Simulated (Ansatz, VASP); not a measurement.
## Two plane-wave programs on TiSi2

INCAR

```
SYSTEM = TiSi2
  PREC = Accurate
  ENCUT = 520
  EDIFF = 1E-6
  ISMEAR = -1
  SIGMA = 0.05
  LREAL = .False.
  LASPH = .True.
  NELM = 100
  ALGO = Normal
  ISIF = 2
  LWAVE = .False.
  LCHARG = .False.
  GGA = PE
  NBANDS = 29
```

Contents of KPOINTS:

```
Automatic mesh
0
Gamma
  7 7 6
  0 0 0
```

POSCAR

```
TiSi2
1.0
    1.7827560752     -6.8268743504      0.0000000000
    1.7827560752      6.8268743504      0.0000000000
    0.0000000000      0.0000000000      3.5651739700
Ti Si
2 4
Direct
    0.1031180800      0.8968819200      0.2500000000
    0.8968819200      0.1031180800      0.7500000000
    0.7503148200      0.2496851800      0.2500000000
    0.2496851800      0.7503148200      0.7500000000
    0.4417485500      0.5582514500      0.2500000000
    0.5582514500      0.4417485500      0.7500000000
```

Contents of input.yaml:

```yaml
crystal:
  lattice:
    - [1.7827560752, -6.8268743504, 0.0]
    - [1.7827560752, 6.8268743504, 0.0]
    - [0.0, 0.0, 3.56517397]
  atoms:
    - { symbol: Ti, position: [0.10311808, 0.89688192, 0.25] }
    - { symbol: Ti, position: [0.89688192, 0.10311808, 0.75] }
    - { symbol: Si, position: [0.75031482, 0.24968518, 0.25] }
    - { symbol: Si, position: [0.24968518, 0.75031482, 0.75] }
    - { symbol: Si, position: [0.44174855, 0.55825145, 0.25] }
    - { symbol: Si, position: [0.55825145, 0.44174855, 0.75] }
hamiltonian:
  xc: pbe
  pseudopotentials: { kind: paw }
kpoints:
  mp_grid: { grid: [7, 7, 6] }
  band_path:
    path:
      - [[0.0, 0.0, 0.0], [0.2670482592, 0.2670482592, 0.0], [0.0, 0.5, 0.0], [0.0, 0.5, 0.5], [0.2670482592, 0.2670482592, 0.5], [0.0, 0.0, 0.5], [0.0, 0.0, 0.0], [-0.5, 0.5, 0.0], [-0.2670482592, 0.7329517408, 0.0], [-0.2670482592, 0.7329517408, 0.5], [-0.5, 0.5, 0.5], [-0.5, 0.5, 0.0]]
      - [[0.0, 0.0, 0.5], [-0.5, 0.5, 0.5]]
    npoints: 14
scf:
  occupations: { method: fermi_dirac, width: 0.05 }
  n_extra_bands: 15
output:
  forces: true
  stress: true
  eigenvalues: true
  fatbands: true
  write_density: true
  write_potential: true
  elf: true
  volumetric_format: npy
```

Alike in both runs: functional PBE; k mesh 7 × 7 × 6; occupations fermi-dirac, width 0.05 eV; no spin polarisation.

|  | VASP | Ansatz |
| --- | --- | --- |
| version | VASP 6.6.1 | Ansatz 0.2.0 |
| potentials or method | VASP PAW PBE potentials, release 64 (Ti_sv, Si) | Ansatz PAW |
| plane-wave cutoff (eV) | 520 | 420 |
| valence electrons in the cell | 40 | 40 |
| task | single point | band structure |

Ansatz gave:

```
gap on the k mesh at the Fermi level (eV)                     : none
pressure (GPa)                                                : -0.7
traceless stress, the component that is largest in VASP (GPa) : 1.00
rms of the force components (eV/Å)                            : 0.052
```

Q: Which values does VASP return?

A: gap on the k mesh at the Fermi level (eV): none; pressure (GPa): -0.7; traceless stress, the component that is largest in VASP (GPa): 0.99; rms of the force components (eV/Å): 0.049.

Atom by atom the forces differ by 0.004 eV/Å (rms over components). A gap of «none» marks a metal or a gap that the smearing closes.
